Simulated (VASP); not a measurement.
# Mo in VASP: settings compared

The runs below take Mo through single point, with PBEsol, LDA.

Program: VASP 6.6.1. These are calculated values, not measurements. Logs are shortened: lines on timing, memory, paths and dates and some standing lists are left out, and cuts for length are marked.

## Step 1: The cell of the first run

It takes space group Fm-3m (No. 225, cubic). Conventional cell: a = 3.918 Å, b = 3.918 Å, c = 3.918 Å, α = 90.00°, β = 90.00°, γ = 90.00°. Within 3.7 Å of Mo (site symmetry m-3m) lie 12 Mo at 2.77 Å.

This isn't the form of Mo at room conditions, which is bcc.

## Step 2: Single point, PBEsol (strained)

INCAR reads:

```
PREC = Accurate
ENCUT = 520
EDIFF = 1E-6
ISMEAR = 0
SIGMA = 0.1
LREAL = F
LASPH = T
NELM = 60
ALGO = Normal
ISIF = 2
LWAVE = F
LCHARG = F
GGA = PS
NBANDS = 13
```

KPOINTS reads:

```
regular mesh
0
Gamma
  18 18 18
```

POSCAR reads:

```
Mo
1.0
    0.0000000000      1.9591039000      1.9591039000
    1.9591039000      0.0000000000      1.9591039000
    1.9591039000      1.9591039000      0.0000000000
Mo
1
Direct
    0.0000000000      0.0000000000      0.0000000000
```

Potentials or basis: VASP PAW PBE potentials, release 64 (Mo_sv).

On the command line:

```
$ cat potpaw_PBE.64/Mo_sv/POTCAR > POTCAR
$ mpirun -np 1 vasp_std > vasp.out
```

OUTCAR:

```text
PREC = Accurate
   ENCUT = 520
   EDIFF = 1E-6
   ISMEAR = 0
   LREAL = F
   LASPH = T
   NELM = 60
   ISIF = 2
   GGA = PS

 ion  position               nearest neighbor table
   1  0.000  0.000  0.000-

  LATTYP: Found a face centered cubic cell.
 ALAT       =     3.9182078000

  Lattice vectors:

 A1 = (   0.0000000000,   1.9591039000,   1.9591039000)
 A2 = (   1.9591039000,   0.0000000000,   1.9591039000)
 A3 = (   1.9591039000,   1.9591039000,   0.0000000000)

Analysis of symmetry for initial positions (statically):
=====================================================================
 Subroutine PRICEL returns:
 Original cell was already a primitive cell.

 Routine SETGRP: Setting up the symmetry group for a
 face centered cubic supercell.

 Subroutine GETGRP returns: Found 48 space group operations
 (whereof 48 operations were pure point group operations)
 out of a pool of 48 trial point group operations.

The static configuration has the point symmetry O_h .

Analysis of symmetry for dynamics (positions and initial velocities):
=====================================================================
 Subroutine PRICEL returns:
 Original cell was already a primitive cell.

 Routine SETGRP: Setting up the symmetry group for a
 face centered cubic supercell.

 Subroutine GETGRP returns: Found 48 space group operations
 (whereof 48 operations were pure point group operations)
 out of a pool of 48 trial point group operations.

The dynamic configuration has the point symmetry O_h .

 Subroutine INISYM returns: Found 48 space group operations
 (whereof 48 operations are pure point group operations),
 and found     1 'primitive' translations

----------------------------------------------------------------------------------------

                                     Primitive cell

  volume of cell :      15.0384

  direct lattice vectors                    reciprocal lattice vectors
     0.000000000  1.959103900  1.959103900    -0.255218725  0.255218725  0.255218725
     1.959103900  0.000000000  1.959103900     0.255218725 -0.255218725  0.255218725
     1.959103900  1.959103900  0.000000000     0.255218725  0.255218725 -0.255218725

  length of vectors
     2.770591305  2.770591305  2.770591305     0.442051799  0.442051799  0.442051799

  position of ions in fractional coordinates (direct lattice)
     0.000000000  0.000000000  0.000000000

  ion indices of the primitive-cell ions
   primitive index   ion index
                 1           1

----------------------------------------------------------------------------------------

 KPOINTS: regular mesh

Automatic generation of k-mesh.
 Grid dimensions read from file:
 generate k-points for:   18   18   18

 Generating k-lattice:

  Cartesian coordinates                     Fractional coordinates (reciprocal lattice)
    -0.014178818  0.014178818  0.014178818     0.055555556  0.000000000  0.000000000
     0.014178818 -0.014178818  0.014178818     0.000000000  0.055555556  0.000000000
     0.014178818  0.014178818 -0.014178818     0.000000000  0.000000000  0.055555556

  Length of vectors
     0.024558433  0.024558433  0.024558433

  Shift w.r.t. Gamma in fractional coordinates (k-lattice)
     0.000000000  0.000000000  0.000000000

 Subroutine IBZKPT returns following result:
 ===========================================

 Found    195 irreducible k-points:

 Following reciprocal coordinates:
            Coordinates               Weight
  0.000000  0.000000  0.000000      1.000000
  0.055556  0.000000  0.000000      8.000000
  0.111111  0.000000  0.000000      8.000000
  0.166667  0.000000  0.000000      8.000000
  0.222222  0.000000  0.000000      8.000000
  0.277778  0.000000  0.000000      8.000000
[... 16 lines left out ...]
 -0.277778  0.055556  0.000000     24.000000
 -0.222222  0.055556  0.000000     24.000000
 [... further k-points ...]
   k-points           NKPTS =    195   k-points in BZ     NKDIM =    195   number of bands    NBANDS=     13
   number of dos      NEDOS =    301   number of ions     NIONS =      1
   total plane-waves  NPLWV =  13824
   dimension x,y,z NGX =    24 NGY =   24 NGZ =   24
   dimension x,y,z NGXF=    48 NGYF=   48 NGZF=   48
   ions per type =               1
   NGX,Y,Z   is equivalent  to a cutoff of  14.40, 14.40, 14.40 a.u.
   NGXF,Y,Z  is equivalent  to a cutoff of  28.80, 28.80, 28.80 a.u.
 SYSTEM =  unknown system
   PREC   = accura    normal or accurate (medium, high low for compatibility)
   ISTART =      0    job   : 0-new  1-cont  2-samecut
   ICHARG =      2    charge: 1-file 2-atom 10-const
   ISPIN  =      1    spin polarized calculation?
   LNONCOLLINEAR =      F non collinear calculations
   LSORBIT =      F    spin-orbit coupling
   LASPH  =      T    aspherical Exc in radial PAW
   ENCUT  =  520.0 eV  38.22 Ry    6.18 a.u.   5.15  5.15  5.15*2*pi/ulx,y,z
   NELM   =     60;   NELMIN=  2; NELMDL= -5     # of ELM steps
   EDIFF  = 0.1E-05   stopping-criterion for ELM
   LREAL  =      F    real-space projection
   EDIFFG = 0.1E-04   stopping-criterion for IOM
   NSW    =      0    number of steps for IOM
   IBRION =     -1    ionic relax: 0-MD 1-quasi-New 2-CG
   NFREE  =      0    steps in history (QN), initial steepest desc. (CG)
   ISIF   =      2    stress and relaxation
   ISYM   =      2    0-nonsym 1-usesym 2-fastsym
   POTIM  = 0.5000    time-step for ionic-motion
   TEBEG  =    0.0;   TEEND  =   0.0 temperature during run
   PSTRESS=    0.0 pullay stress
   NELECT =      14.0000    total number of electrons
   NUPDOWN=      -1.0000    fix difference up-down
   EMIN   =  10.00;   EMAX   =-10.00  energy-range for DOS
   EFERMI =   0.00;   METHOD = LEGACY
   ISMEAR =     0;   SIGMA  =   0.10  broadening in eV -4-tet -1-fermi 0-gaus
   EFERMI_NEDOS =   21; number of points for ismear=-14 and -15
   IALGO  =     38    algorithm
   IMIX   =      4    mixing-type and parameters
     AMIX     =   0.40;   BMIX     =  1.00
     AMIX_MAG =   1.60;   BMIX_MAG =  1.00
  volume/ion in A,a.u.               =      15.04       101.48
  Fermi-wavevector in a.u.,A,eV,Ry     =   1.598515  3.020755 34.766288  2.555250
  Thomas-Fermi vector in A             =   2.695953
   LORBIT       =      0    0 simple, 1 ext, 2 COOP (PROOUT), +10 PAW based schemes
   GGA     = PS    functional components
   LHFCALC =     F    Hartree Fock is set to
   AEXX    =    0.0000 exact exchange contribution
   IVDW    =     0    specifies the selected vdW correction
   LEPSILON=     F    determine dielectric tensor
   LRPA    =     F    only Hartree local field effects (RPA)
 non-spin polarized calculation
 Gauss-broadening in eV      SIGMA  =   0.10
  energy-cutoff  :      520.00
  volume of cell :       15.04
 maximum number of plane-waves:       419
 NGX is ok and might be reduce to    24
   NGX = 11   NGY = 11   NGZ = 11

 number of electron      14.0000000 magnetization

 Free energy of the ion-electron system (eV)
  ---------------------------------------------------
  ext. energy  EPLUGINS =         0.00000000
  ---------------------------------------------------
  free energy    TOTEN  =       -11.33290369 eV

  energy without entropy =      -11.32683348  energy(sigma->0) =      -11.32986859

 E-fermi :  12.6290     XC(G=0): -13.7309

 val. band max:       12.6249902104   @ k =   0.5000   0.1667   0.0000
 cond. band min:      12.6391926641   @ k =   0.3889   0.0556   0.0000
 fundamental gap:      0.0142024537
 Fermi energy:        12.6290014757

 k-point     1 :       0.0000    0.0000    0.0000
  band No.  band energies     occupation
      1     -47.9474      2.00000
      2     -21.1613      2.00000
      3     -21.1613      2.00000
      4     -21.1613      2.00000
      5       5.6915      2.00000
      6      11.8417      2.00000
      7      11.8417      2.00000
      8      11.8417      2.00000
      9      14.7740      0.00000
     10      14.7740      0.00000
     11      25.7636      0.00000
     12      31.3014      0.00000
     13      31.3014      0.00000

 k-point     2 :       0.0556    0.0000    0.0000
  band No.  band energies     occupation
      1     -47.9388      2.00000
      2     -21.2134      2.00000
      3     -21.1677      2.00000
      4     -21.1677      2.00000
      5       5.8279      2.00000
      6      11.7455      2.00000
      7      11.9045      2.00000
      8      11.9045      2.00000
      9      14.7198      0.00000
     10      14.7198      0.00000
     11      26.0319      0.00000
     12      30.7289      0.00000
     13      31.5495      0.00000

 k-point     3 :       0.1111    0.0000    0.0000
  band No.  band energies     occupation
      1     -47.9139      2.00000
      2     -21.3617      2.00000
      3     -21.1860      2.00000
      4     -21.1860      2.00000
      5       6.2158      2.00000
      6      11.5038      2.00000
      7      12.0680      2.00000
      8      12.0680      2.00000
      9      14.5980      0.00000
     10      14.5980      0.00000
     11      26.7579      0.00000
     12      29.5889      0.00000
     13      32.2705      0.00000
[... 305 lines left out ...]
 k-point    23 :      -0.2778    0.0556    0.0000
  band No.  band energies     occupation
      1     -47.7552      2.00000
      2     -22.2166      2.00000
      3     -21.3516      2.00000
      4     -21.2793      2.00000
      5       7.9579      2.00000
      6      11.5173      2.00000
      7      12.0691      2.00000
      8      12.2037      2.00000
      9      14.8840      0.00000
     10      15.9346      0.00000
     11      25.9341      0.00000
     12      29.7127      0.00000
     13      35.0330      0.00000

 k-point    24 :      -0.2222    0.0556    0.0000
  band No.  band energies     occupation
      1     -47.8053      2.00000
      2     -21.9503      2.00000
      3     -21.3145      2.00000
      4     -21.2424      2.00000
      5       7.6569      2.00000
      6      11.0682      2.00000
      7      12.2635      2.00000
      8      12.3750      1.99967
      9      14.3469      0.00000
     10      15.3372      0.00000
     11      26.7699      0.00000
     12      29.7198      0.00000
     13      34.4008      0.00000

 [... further k-points ...]

------------------------ aborting loop because EDIFF is reached ----------------------------------------

  FORCE on cell =-STRESS in cart. coord.  units (eV):
  Direction    XX          YY          ZZ          XY          YZ          ZX
  --------------------------------------------------------------------------------------
  -------------------------------------------------------------------------------------
  Total        0.8909868      0.8909868      0.8909868     -0.0000000      0.0000000      0.0000000
  in kB       94.9247457     94.9247457     94.9247457     -0.0000000      0.0000000      0.0000000
  external PRESSURE =      94.9247457 kB  Pullay stress =       0.0000000 kB

 VOLUME and BASIS-vectors are now :
 -----------------------------------------------------------------------------
  energy-cutoff  :      520.00
  volume of cell :       15.04
      direct lattice vectors                 reciprocal lattice vectors
     0.000000000  1.959103900  1.959103900    -0.255218725  0.255218725  0.255218725
     1.959103900  0.000000000  1.959103900     0.255218725 -0.255218725  0.255218725
     1.959103900  1.959103900  0.000000000     0.255218725  0.255218725 -0.255218725

 POSITION                                       TOTAL-FORCE (eV/Angst)
 -----------------------------------------------------------------------------------
      0.00000      0.00000      0.00000         0.000000      0.000000      0.000000
 -----------------------------------------------------------------------------------
    total drift:                               -0.000000      0.000000      0.000000

  FREE ENERGIE OF THE ION-ELECTRON SYSTEM (eV)
  ---------------------------------------------------
  free  energy   TOTEN  =       -11.3329036906 eV

  energy  without entropy=      -11.3268334839  energy(sigma->0) =      -11.32986859
```

Run time: 13 s. Hardware: 1 thread of Intel Xeon Platinum 8559C (Emerald Rapids), shared host; peak memory 0.16 GiB.

What came out:

| Property | Result |
| --- | --- |
| Free energy | -11.3329 eV |
| Pressure | 9.5 GPa |
| Band gap on the k mesh | zero (bands 7 and 8 overlap by 5.17 eV) |

Levels at points of the mesh, in eV from the Fermi level:
```tsv
k point	band 4	band 5	band 6	band 7	band 8	band 9	band 10	band 11
(0.00, 0.00, 0.00)	-33.79	-6.94	-0.79	-0.79	-0.79	2.14	2.14	13.13
(0.50, 0.00, 0.00)	-34.00	-4.92	-1.01	-1.01	1.80	4.43	4.43	12.09
(0.50, 0.50, 0.00)	-34.36	-5.40	-4.66	4.38	4.43	5.10	5.10	12.98
```

Caveat: the cell differs from its parent crystal (strained); the cell stands under pressure; the PAW data sets were made with another functional, which shifts forces and pressure a little.

## Step 3: Single point, LDA (strained)

INCAR reads:

```
SYSTEM = Mo
  ALGO = Normal
  EDIFF = 1E-6
  ENCUT = 520
  ISIF = 2
  ISMEAR = 0
  LASPH = .True.
  LCHARG = .False.
  LREAL = .False.
  LWAVE = .False.
  NBANDS = 13
  NELM = 100
  PREC = Accurate
  SIGMA = 0.1
```

KPOINTS reads:

```
k-points
0
Gamma
  18 18 18
  0 0 0
```

POSCAR reads:

```
Mo
1.0
    0.0000000000      1.9990815000      1.9990815000
    1.9990815000      0.0000000000      1.9990815000
    1.9990815000      1.9990815000      0.0000000000
Mo
1
Direct
    0.0000000000      0.0000000000      0.0000000000
```

Potentials or basis: VASP PAW LDA potentials, release 64 (Mo_sv).

On the command line:

```
$ cat potpaw_LDA.64/Mo_sv/POTCAR > POTCAR
$ mpirun -np 1 vasp_std > vasp.out
```

Run time: 15 s. Hardware: 1 thread of Intel Xeon Platinum 8559C (Emerald Rapids), shared host; peak memory 0.15 GiB.

The run converged. Its results:

```yaml
Free_energy: -11.6818 eV
Pressure: -10.5 GPa
Band_gap_on_the_k_mesh: zero (bands 7 and 8 overlap by 4.71 eV)
```

Levels at points of the mesh, in eV from the Fermi level:
| k point | band 4 | band 5 | band 6 | band 7 | band 8 | band 9 | band 10 | band 11 |
| --- | --- | --- | --- | --- | --- | --- | --- | --- |
| (0.00, 0.00, 0.00) | -33.85 | -6.71 | -0.70 | -0.70 | -0.70 | 1.96 | 1.96 | 13.14 |
| (0.50, 0.00, 0.00) | -34.03 | -4.60 | -0.90 | -0.90 | 1.64 | 4.07 | 4.07 | 11.14 |
| (0.50, 0.50, 0.00) | -34.33 | -4.97 | -4.28 | 4.01 | 4.09 | 4.68 | 4.68 | 12.48 |

Caveat: the cell differs from its parent crystal (strained); the cell stands under tension.

## Step 4: Single point, PBEsol (strained)

INCAR reads:

```
PREC = Accurate
ENCUT = 520
EDIFF = 1E-7
ISMEAR = 0
SIGMA = 0.1
LREAL = F
LASPH = T
NELM = 80
ALGO = Fast
ISIF = 2
LWAVE = F
LCHARG = F
GGA = PS
NBANDS = 13
```

KPOINTS reads:

```
regular mesh
0
Gamma
  16 16 16
```

POSCAR reads:

```
Mo
1.0
    0.0000000000      2.0028092500      2.0028092500
    2.1237092500      0.0000000000      2.0028092500
    2.1237092500      2.0028092500      0.0000000000
Mo
1
Direct
    0.0000000000      0.0000000000      0.0000000000
```

Potentials or basis: VASP PAW PBE potentials, release 64 (Mo_sv).

On the command line:

```
$ cat potpaw_PBE.64/Mo_sv/POTCAR > POTCAR
$ mpirun -np 1 vasp_std > vasp.out
```

Wall time 34 s (1 thread of Intel Xeon Platinum 8559C (Emerald Rapids), shared host); peak memory 0.19 GiB.

The run converged. Its results:

| Property | Result |
| --- | --- |
| Free energy | -11.2713 eV |
| Pressure | -19.4 GPa |
| Band gap on the k mesh | zero (bands 7 and 8 overlap by 3.97 eV) |

Stress tensor (GPa, compression positive):
```
-14.46   0.00   0.00
  0.00 -21.91   0.00
  0.00   0.00 -21.91
```

Levels at points of the mesh, in eV from the Fermi level:
```csv
k point,band 5,band 6,band 7,band 8,band 9,band 10
"(0.00, 0.00, 0.00)",-6.65,-1.13,-0.45,-0.45,1.25,2.18
"(0.50, 0.00, 0.00)",-4.40,-1.21,-0.50,1.29,3.46,3.81
"(0.50, 0.50, 0.00)",-4.66,-4.00,3.51,3.82,3.97,4.55
"(0.00, 0.50, 0.50)",-4.63,-3.92,2.88,3.65,4.13,4.13
```

Caveat: the cell differs from its parent crystal (strained); the cell stands under tension; the PAW data sets were made with another functional, which shifts forces and pressure a little.

## Step 5: Single point, PBEsol (the cell strained at random)

INCAR reads:

```
SYSTEM = Mo
PREC = Accurate
ENCUT = 520
EDIFF = 1E-7
ISMEAR = 0
SIGMA = 0.1
LREAL = .FALSE.
LASPH = .TRUE.
NELM = 80
ALGO = Fast
ISIF = 2
LWAVE = .FALSE.
LCHARG = .FALSE.
GGA = PS
NBANDS = 13
```

KPOINTS reads:

```
Automatic mesh
0
G
  16 16 16
  0 0 0
```

POSCAR reads:

```
Mo
1.0
   -0.0054405000      1.9813898000      1.9796569000
    1.9769366500     -0.0101757500      1.9843921500
    1.9420771500      1.9512655500      0.0246837500
Mo
1
Direct
    0.0000000000      0.0000000000      0.0000000000
```

On the command line:

```
$ cat potpaw_PBE.64/Mo_sv/POTCAR > POTCAR
$ mpirun -np 1 vasp_std > vasp.out
```

Run time: 3 min. Hardware: 1 thread of Intel Xeon Platinum 8559C (Emerald Rapids), shared host; peak memory 0.46 GiB.

The run converged. Its results:

```yaml
Free_energy: -11.3416 eV
Pressure: 6.0 GPa
Band_gap_on_the_k_mesh: zero (bands 7 and 8 overlap by 4.92 eV)
```

Stress tensor (GPa, compression positive):
```
 5.23 -0.53  0.49
-0.53  6.49  0.53
 0.49  0.53  6.29
```

Levels at points of the mesh, in eV from the Fermi level:
```csv
k point,band 5,band 6,band 7,band 8,band 9,band 10
"(0.00, 0.00, 0.00)",-6.92,-0.96,-0.89,-0.51,2.07,2.14
"(0.50, 0.00, 0.00)",-4.86,-1.17,-0.76,1.65,4.16,4.45
"(0.00, 0.50, 0.00)",-4.86,-1.17,-0.73,1.59,4.18,4.41
"(0.50, 0.50, 0.00)",-5.32,-4.59,4.28,4.31,4.96,5.03
"(0.00, 0.00, 0.50)",-4.89,-1.12,-1.04,1.98,4.37,4.48
"(0.50, 0.00, 0.50)",-5.32,-4.59,4.27,4.29,4.96,5.04
"(0.00, 0.50, 0.50)",-5.32,-4.60,4.25,4.39,4.98,5.03
"(0.50, 0.50, 0.50)",-4.86,-1.20,-0.77,1.71,4.17,4.48
```

Caveat: the cell differs from its parent crystal (the cell strained at random); the cell stands under pressure; the PAW data sets were made with another functional, which shifts forces and pressure a little.

## Step 6: Overview

| level | potentials or basis | cell | k mesh | gap on the mesh (eV) | pressure (GPa) |
| --- | --- | --- | --- | --- | --- |
| PBEsol | VASP PAW PBE potentials, release 64 (Mo_sv) | a = 2.771 Å, angles 60.0°, 1 atom | 18 × 18 × 18 | none | 9.5 |
| LDA | VASP PAW LDA potentials, release 64 (Mo_sv) | a = 2.827 Å, angles 60.0°, 1 atom | 18 × 18 × 18 | none | -10.5 |
| PBEsol | VASP PAW PBE potentials, release 64 (Mo_sv) | a = 2.832, b = 2.919, c = 2.919 Å, angles 58.0, 61.0, 61.0°, 1 atom | 16 × 16 × 16 | none | -19.4 |
| PBEsol | VASP PAW PBE potentials, release 64 (Mo_sv) | a = 2.801, b = 2.801, c = 2.753 Å, angles 59.9, 59.6, 60.2°, 1 atom | 16 × 16 × 16 | none | 6.0 |

Alike in all rows: task single point; no spin polarisation; cutoff (eV) 520; smearing gaussian 0.1 eV.

Caveats: the PAW data sets were made with another functional, which shifts forces and pressure a little (at least some runs); the cell stands under pressure (at least some runs); the cell stands under tension (at least some runs).

Total energies depend on the potentials used, so only differences within one code and one set of settings carry meaning.
